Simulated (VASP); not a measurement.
Set up this calculation in VASP 6.6.1, as the native input.

- Task: single point
- Functional: PBE
- Potentials or basis: VASP PAW PBE potentials, release 64 (Al, N)
- Cutoff: 520 eV
- k mesh: 9 × 9 × 6
- Occupations: gaussian, width 0.05 eV
- Spin: no spin polarisation
- Dipole correction: no
- Further INCAR settings: ALGO = Normal; EDIFF = 1e-06; NBANDS = 16

The structure of AlN lies in POSCAR:

```
AlN
1.0
    3.0986000000      0.0000000000      0.0000000000
   -1.5493000000      2.6834663162      0.0000000000
    0.0000000000      0.0000000000      4.8163000000
Al N
2 2
Direct
    0.3333333333      0.6666666667     -0.0019109304
    0.6666666667      0.3333333333      0.4980890696
    0.3333333333      0.6666666667      0.3869109304
    0.6666666667      0.3333333333      0.8869109304
```

One way to write it, as run:

INCAR

```
SYSTEM = AlN
ALGO     = Normal         ! electronic algorithm
EDIFF    = 1E-6           ! SCF threshold, eV
ENCUT    = 520            ! plane-wave cutoff, eV
GGA      = PE             ! functional
ISIF     = 2              ! what is computed and relaxed
ISMEAR   = 0              ! smearing method
LASPH    = .True.         ! aspherical terms in the spheres
LCHARG   = .False.        ! write CHGCAR
LREAL    = .False.        ! projectors in reciprocal space
LWAVE    = .False.        ! write WAVECAR
NBANDS   = 16             ! bands
NELM     = 60             ! most SCF steps
PREC     = Accurate       ! precision mode
SIGMA    = 0.05           ! smearing width, eV
```

KPOINTS

```
k-points
0
Gamma
  9 9 6
  0 0 0
```

Potentials or basis: VASP PAW PBE potentials, release 64 (Al, N).

Run with:

```bash
$ cat potpaw_PBE.64/Al/POTCAR potpaw_PBE.64/N/POTCAR > POTCAR
$ mpirun -np 1 vasp_std > vasp.out
```

Results of the run:

The pressure is 12.6 GPa and the band gap on the k mesh is 4.39 eV, direct.

It took 13 s on 1 thread of AMD EPYC 9R45 (Zen 5), on a shared host, peak memory 0.13 GiB.
